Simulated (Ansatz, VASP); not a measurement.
Sc: VASP beside Ansatz

```
Sc
1.0
     2.96967    0.00000    0.00000
     0.00000    2.96967    0.00000
     0.00000    0.00000    2.96967
Sc
1
Cartesian
  0.0000 0.0000 0.0000
```

Alike in both runs: task single point; functional r2SCAN; k mesh 6 × 6 × 6; occupations gaussian, width 0.1 eV; no spin polarisation.

```csv
,VASP,Ansatz
version,VASP 6.6.1,Ansatz 0.2.0
potentials or method,"VASP PAW PBE potentials, release 64 (Sc_sv), cutoff 520 eV","scalar-relativistic, plane waves, PAW"
valence electrons in the cell,11,11
```

VASP gave:

| Quantity | Value |
| --- | --- |
| gap on the k mesh at the Fermi level (eV) | none |
| pressure (GPa) | -0.4 |

Problem. Which values does Ansatz return?

Solution. gap on the k mesh at the Fermi level (eV): none; pressure (GPa): -0.5.

VASP's potentials were made for PBE, not for r2SCAN. A gap of «none» marks a metal or a gap that the smearing closes.
